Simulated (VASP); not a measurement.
Input of a VASP 6.6.1 run:

The input INCAR:

```
PREC = Accurate ; ENCUT = 500
EDIFF = 1E-6 ; ISMEAR = -1
SIGMA = 0.06122561905347299 ; LREAL = False
LASPH = True ; NELM = 120
ALGO = Normal ; ISIF = 2
LWAVE = False ; LCHARG = True
GGA = PE ; LELF = True
LVHAR = True ; NBANDS = 12
GGA_COMPAT = False
```

Contents of KPOINTS:

```
Automatic mesh
0
Gamma
  26 26 26
```

Contents of POSCAR:

```
Cr
1.0
    0.0000000000      1.8355820678      1.8355820678
    1.8355820678      0.0000000000      1.8355820678
    1.8355820678      1.8355820678      0.0000000000
Cr
1
Direct
    0.0000000000      0.0000000000      0.0000000000
```

Potentials or basis: VASP PAW PBE potentials, release 64 (Cr_pv).

Command:

```bash
$ cat potpaw_PBE.64/Cr_pv/POTCAR > POTCAR
$ mpirun -np 1 vasp_std > vasp.out
```

Task: Estimate the band gap on the k mesh.

Result: Zero (bands 6 and 7 overlap by 2.76 eV).

Task: Estimate the pressure.

Result: -9.2 GPa.

Caveat: the cell stands under tension; the run has no spin polarisation, though such a crystal can be magnetic. Spin polarisation is off, so any magnetic state and its effect on volume and gap are missing.
